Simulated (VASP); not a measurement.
Input of a VASP 6.6.1 run:

The input POSCAR:

```
Mg
1.0
    3.1891760000      0.0000000000      0.0000000000
   -1.5945880000      2.7619080000      0.0000000000
    0.0000000000      0.0000000000      5.1134100000
Mg
2
Direct
    0.3333330000      0.6666670000      0.2500000000
    0.6666670000      0.3333330000      0.7500000000
```

The input INCAR.step1:

```
SYSTEM = Mg
PREC = Accurate
ENCUT = 520
ISMEAR = -1
SIGMA = 0.05
LREAL = .FALSE.
LASPH = .TRUE.
NELM = 100
NBANDS = 9
GGA = PE
ALGO = Normal
EDIFF = 1E-4
LWAVE = .TRUE.
LCHARG = .FALSE.
```

The input INCAR.step2:

```
SYSTEM = Mg
PREC = Accurate
ENCUT = 520
EDIFF = 1E-6
ISMEAR = -1
SIGMA = 0.05
LREAL = .FALSE.
LASPH = .TRUE.
NELM = 100
ALGO = Normal
ISIF = 2
LWAVE = .FALSE.
LCHARG = .FALSE.
METAGGA = R2SCAN
LMIXTAU = .TRUE.
NBANDS = 9
ISTART = 1
```

KPOINTS

```
regular mesh
0
G
  9 9 5
  0 0 0
```

Potentials or basis: VASP PAW PBE potentials, release 64 (Mg).

Command:

```bash
$ cat potpaw_PBE.64/Mg/POTCAR > POTCAR
$ cp INCAR.step1 INCAR
$ mpirun -np 1 vasp_std > vasp.out
$ cp INCAR.step2 INCAR
$ mpirun -np 1 vasp_std > vasp.out
```

Predict the band gap on the k mesh.

zero (bands 2 and 3 overlap by 2.09 eV).

What does it give for the pressure?

-0.2 GPa.

Stress tensor (GPa, compression positive):
```
-0.71  0.00  0.00
 0.00 -0.71  0.00
 0.00  0.00  0.93
```

Caveat: the PAW data sets were made with another functional, which shifts forces and pressure a little.
